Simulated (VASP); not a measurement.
Input of a VASP 6.6.1 run:

File INCAR:

```
SYSTEM = Si7C8
PREC     = Accurate       ! precision mode
ENCUT    = 520            ! plane-wave cutoff, eV
EDIFF    = 1E-7           ! SCF threshold, eV
ISMEAR   = 0              ! smearing method
SIGMA    = 0.05           ! smearing width, eV
LREAL    = Auto         
LASPH    = .TRUE.         ! aspherical terms in the spheres
NELM     = 60             ! most SCF steps
ALGO     = Normal         ! electronic algorithm
ISIF     = 2              ! what is computed and relaxed
LWAVE    = .FALSE.        ! write WAVECAR
LCHARG   = .FALSE.        ! write CHGCAR
GGA      = PE             ! functional
NELECT   = 64.0         
NBANDS   = 43             ! bands
```

Contents of KPOINTS:

```
regular mesh
0
G
  6 6 6
  0 0 0
```

The input POSCAR:

```
Si7C8
1.0
   -1.5458832052      2.6775482539     -5.0740211779
   -1.5458832052      2.6775482539      5.0740211779
    6.1835328207      0.0000000000      0.0000000000
Si C
7 8
Direct
    0.3460099657      0.3333495929      0.1793595286
    0.3399993785      0.3341647556      0.6606655339
    0.8265009749      0.8206663520      0.6606655815
    0.8997033408      0.4194426335      0.3284862660
    0.4090436195      0.9287828771      0.3284862507
    0.9106164117      0.4246095715      0.8352260063
    0.4199179932      0.9216918153      0.8416096788
    0.1475357074      0.5208843659      0.1684201241
    0.6247759506      0.0398828459      0.1646589256
    0.1479745103      0.5242524037      0.6677852963
    0.6435329295      0.0198108580      0.6677854133
    0.7261026862      0.6029224751      0.3430426809
    0.2401202214      0.1169400103      0.3430426387
    0.7237883942      0.5909079870      0.8146962589
    0.2233265100      0.1060767038      0.8294030362
```

Potentials or basis: VASP PAW PBE potentials, release 64 (Si, C).

Run with:

```sh
$ cat potpaw_PBE.64/Si/POTCAR potpaw_PBE.64/C/POTCAR > POTCAR
$ mpirun -np 1 vasp_std > vasp.out
```

Estimate the largest force.

0.016 eV/Å.

Forces on the atoms (eV/Å):
```
Si  -0.004 -0.002  0.006
Si  -0.002  0.004 -0.004
Si   0.003 -0.003 -0.004
Si  -0.005  0.002 -0.005
Si  -0.001 -0.006 -0.005
Si   0.001  0.001 -0.009
Si   0.009  0.005  0.003
C    0.003  0.002 -0.003
C   -0.010 -0.006 -0.005
C    0.002  0.004 -0.006
C    0.004  0.000 -0.006
C   -0.003  0.006  0.005
C    0.004 -0.005  0.005
C   -0.004 -0.002  0.011
C    0.002  0.001  0.016
```

Caveat: the cell carries a net charge on a neutralising background, which shifts energy and pressure.
